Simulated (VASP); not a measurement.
Runs of VASP 6.6.1 on MoSe. The structure is that of space group Pm-3m (No. 221), or close to it. The cells are those of the table. 

| task | spin | cell | cutoff (eV) | gap on the mesh (eV) | pressure (GPa) |
| --- | --- | --- | --- | --- | --- |
| relaxation of cell and atoms | off | relaxed from a = 3.135 Å, 2 atoms | 600 | none | 0.0 |
| single point | off | a = 3.146 Å, 2 atoms | 520 | none | 0.4 |
| single point | off | a = 3.343 Å, 2 atoms | 520 | none | (a) |
| single point | collinear | a = 3.146 Å, 2 atoms | 520 | none | 0.3 |

Alike in all rows: level PBE; potentials or basis VASP PAW PBE potentials, release 64 (Mo_sv, Se); k mesh 14 × 14 × 14; smearing gaussian 0.1 eV.

Question: Estimate the missing entries.

Answer: (a) -21.0.

Caveats: the cell stands under tension (at least some runs).

A k mesh can miss the band edges, and the runs leave out spin-orbit coupling on Mo, Se.

A gap of «none» marks levels without a gap at the run's occupations.
